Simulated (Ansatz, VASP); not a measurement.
**Two plane-wave programs on KI**

File INCAR:

```
SYSTEM = KI
ALGO = Normal
EDIFF = 1E-6
ENCUT = 500
GGA = PE
GGA_COMPAT = .FALSE.
ISIF = 2
ISMEAR = 0
LASPH = .TRUE.
LCHARG = .FALSE.
LREAL = .FALSE.
LWAVE = .FALSE.
NBANDS = 24
NELM = 120
PREC = Accurate
SIGMA = 0.01
```

The input KPOINTS:

```
k-points
0
G
  6 6 4
  0 0 0
```

Contents of POSCAR:

```
KI
1.0
    6.0388285611      0.0000000000      0.0000000000
   -3.0194142806      5.2297789430      0.0000000000
    0.0000000000      0.0000000000      7.0391100750
K I
2 2
Direct
    0.3333333333      0.6666666667      0.2500000000
    0.6666666667      0.3333333333      0.7500000000
    0.6666666667      0.3333333333      0.2500000000
    0.3333333333      0.6666666667      0.7500000000
```

Input for Ansatz:

```yaml
crystal:
  lattice:
    - [6.0388285611, 0.0, 0.0]
    - [-3.0194142806, 5.229778943, 0.0]
    - [0.0, 0.0, 7.039110075]
  atoms:
    - { symbol: K, position: [0.3333333333, 0.6666666667, 0.25] }
    - { symbol: K, position: [0.6666666667, 0.3333333333, 0.75] }
    - { symbol: I, position: [0.6666666667, 0.3333333333, 0.25] }
    - { symbol: I, position: [0.3333333333, 0.6666666667, 0.75] }
kpoints:
  mp_grid: { grid: [6, 6, 4] }
hamiltonian:
  xc: pbe
scf:
  occupations: { method: fixed }
output:
  optics:
    e_range: [0, 18]
    de: 0.05
    sigma: 0.1
    bands: { spectra_wanted_up_to: 18 }
```

Alike in both runs: task single point; functional PBE; k mesh 6 × 6 × 4; no spin polarisation.

|  | VASP | Ansatz |
| --- | --- | --- |
| version | VASP 6.6.1 | Ansatz 0.2.0 |
| potentials or method | VASP PAW PBE potentials, release 64 (K_sv, I) | plane waves, PAW |
| plane-wave cutoff (eV) | 500 | 420 |
| occupations | gaussian, width 0.01 eV | fixed |
| valence electrons in the cell | 32 | 52 |

|  | VASP | Ansatz | Ansatz less VASP |
| --- | --- | --- | --- |
| gap on the k mesh at the Fermi level (eV) | 3.79 | 3.79 | +0.004 |

VASP's potentials hold 32 valence electrons a cell and Ansatz's 52, so a difference there can come from the potentials and not from the codes.

Neither program's run includes spin-orbit coupling.
